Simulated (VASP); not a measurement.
# Si4W: relaxation of cell and atoms with PBE

The system is Si4W.

```xyz
10
Lattice="2.7650 -4.9000 0.0000 2.7650 4.9000 0.0000 0.0000 0.0000 5.5000" Properties=species:S:1:pos:R:3 pbc="T T T"
Si    3.7217    1.2250    0.8855
Si    1.8083   -1.2250    0.8855
Si    1.8083    1.2250    4.6145
Si    3.7217   -1.2250    4.6145
Si    0.9567    1.2250    1.8645
Si    4.5733    1.2250    3.6355
Si    4.5733   -1.2250    1.8645
Si    0.9567   -1.2250    3.6355
W     0.0000    0.0000    0.0000
W     2.7650    0.0000    2.7500
```

```json
{"Program": "VASP 6.6.1", "Task": "relaxation of cell and atoms", "Functional": "PBE", "Potentials or basis": "VASP PAW PBE potentials, release 64 (Si, W_sv)", "Cutoff": "600 eV", "k mesh": "4 × 4 × 3", "Occupations": "gaussian, width 0.2 eV", "Spin": "no spin polarisation", "Dipole correction": "no", "Further INCAR settings": "ALGO = Normal; EDIFF = 1e-07; IBRION = 2; EDIFFG = -0.08; NSW = 36; ISIF = 3"}
```

The relaxed volume is 14.85 Å³/atom and the relaxed cell is a = 4.920 Å, b = 4.920 Å, c = 6.238 Å, α = 90.00°, β = 90.00°, γ = 79.69°. The space group after relaxing (to 0.1 Å) is Ccce (No. 68) and the energy gained by relaxing is 585.3 meV/atom. The ionic steps are 27 and the pressure after relaxing is 0.2 GPa. The largest force after relaxing is 0.048 eV/Å. The band gap on the k mesh is zero (bands 30 and 31 overlap by 0.77 eV).

Forces on the atoms (eV/Å):
```
Si  -0.028 -0.039  0.005
Si   0.028  0.039  0.005
Si   0.028 -0.039 -0.005
Si  -0.028  0.039 -0.005
Si  -0.028 -0.039 -0.005
Si   0.028 -0.039  0.005
Si   0.028  0.039 -0.005
Si  -0.028  0.039  0.005
W    0.000  0.000  0.000
W    0.000  0.000  0.000
```

Stress tensor (GPa, compression positive):
```
0.20 0.00 0.00
0.00 0.17 0.00
0.00 0.00 0.29
```

Step by step:
```tsv
step	energy change (eV)	largest force (eV/Å)	pressure (GPa)	volume (Å³)
1	0.0000	2.1838	23.43	149.03
2	-0.0320	0.4643	-16.93	200.86
3	-1.9769	0.4495	-3.06	171.95
4	-1.9795	0.4880	-2.46	171.18
5	-2.2776	0.2978	-1.47	167.55
6	-2.5733	0.9542	2.01	160.46
7	-2.7476	1.1436	1.40	160.09
8	-3.1509	1.5448	0.13	158.41
9	-3.4969	1.4377	0.40	152.48
10	0.0156	2.2812	47.14	130.06
11	-3.7837	1.0270	0.30	151.49
12	-4.8262	0.8545	10.86	142.34
13	-4.0413	0.9519	24.62	136.60
14	-4.8508	0.8520	12.83	141.35
15	-4.9724	0.7891	12.61	141.95
16	-5.0327	0.6962	12.65	142.90
17	-5.1592	0.6532	10.91	143.96
18	-5.4486	0.5485	6.05	147.14
19	-5.6646	0.4299	-2.14	153.61
20	-5.6895	0.4085	-1.96	153.26
21	-5.7497	0.3424	-1.39	152.19
22	-5.8013	0.2374	-0.05	150.02
23	-5.8194	0.1985	0.04	149.71
24	-5.8350	0.2277	0.29	149.03
25	-5.8442	0.1516	-0.06	149.17
26	-5.8508	0.0324	-0.70	149.46
27	-5.8528	0.0482	0.22	148.53
```

Final structure:
```xyz
10
Lattice="3.7771 -3.1520 0.0000 3.7771 3.1520 0.0000 0.0000 0.0000 6.2378" Properties=species:S:1:pos:R:3 pbc="T T T"
Si    4.7515    0.8359    0.8740
Si    2.8028   -0.8359    0.8740
Si    2.8028    0.8359    5.3638
Si    4.7515   -0.8359    5.3638
Si    4.7515   -2.3161    2.2449
Si    2.8028   -2.3161    3.9929
Si    2.8028    2.3161    2.2449
Si    4.7515    2.3161    3.9929
W     0.0000    0.0000    0.0000
W     3.7771    0.0000    3.1189
```

Levels at points of the mesh, in eV from the Fermi level:
```csv
k point,band 28,band 29,band 30,band 31,band 32,band 33
"(0.00, 0.00, 0.00)",-1.18,-0.72,-0.59,-0.18,1.05,1.65
"(0.50, 0.00, 0.00)",-1.53,-0.25,-0.25,0.47,0.47,2.14
"(0.50, 0.50, 0.00)",-0.65,-0.57,-0.03,0.42,1.01,1.76
```

Run time: 34 min on 1 thread of Intel(R) Xeon(R) Platinum 8488C (Sapphire Rapids), on a shared host, peak memory 0.38 GiB.

Caveat: the k points lie up to 0.34 Å⁻¹ apart in the final cell, too coarse for converged energies and pressures of a metal; spin-orbit coupling is left out, which moves the levels of the heavy elements; the relaxation stopped at a loose force limit of 0.08 eV/Å, so its end isn't a converged minimum.
